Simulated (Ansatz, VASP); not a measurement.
# Two plane-wave programs on GaP

```
CELL_PARAMETERS angstrom
0.00000 2.63928 2.79797
2.63928 0.00000 2.79797
2.63928 2.63928 0.00000
ATOMIC_POSITIONS crystal
Ga 0.00000 0.00000 0.00000
P 0.25000 0.25000 0.25000
```

Change from the starting cell: epitaxial_xy strain -3.2%.

Alike in both runs: task single point; functional r2SCAN; k mesh 8 × 8 × 8; no spin polarisation.

|  | VASP | Ansatz |
| --- | --- | --- |
| version | VASP 6.6.1 | Ansatz 0.2.0 |
| potentials or method | VASP PAW PBE potentials, release 64 (Ga_d, P) | plane waves, PAW |
| plane-wave cutoff (eV) | 520 | 500 |
| occupations | gaussian, width 0.01 eV | fixed |
| valence electrons in the cell | 18 | 18 |

```csv
,VASP,Ansatz,Ansatz less VASP
gap on the k mesh at the Fermi level (eV),1.53,1.53,-0.007
pressure (GPa),3.5,3.6,+0.04
"traceless stress, the component that is largest in VASP (GPa)",-3.59,-3.57,+0.021
```

VASP's potentials were made for PBE, not for r2SCAN.
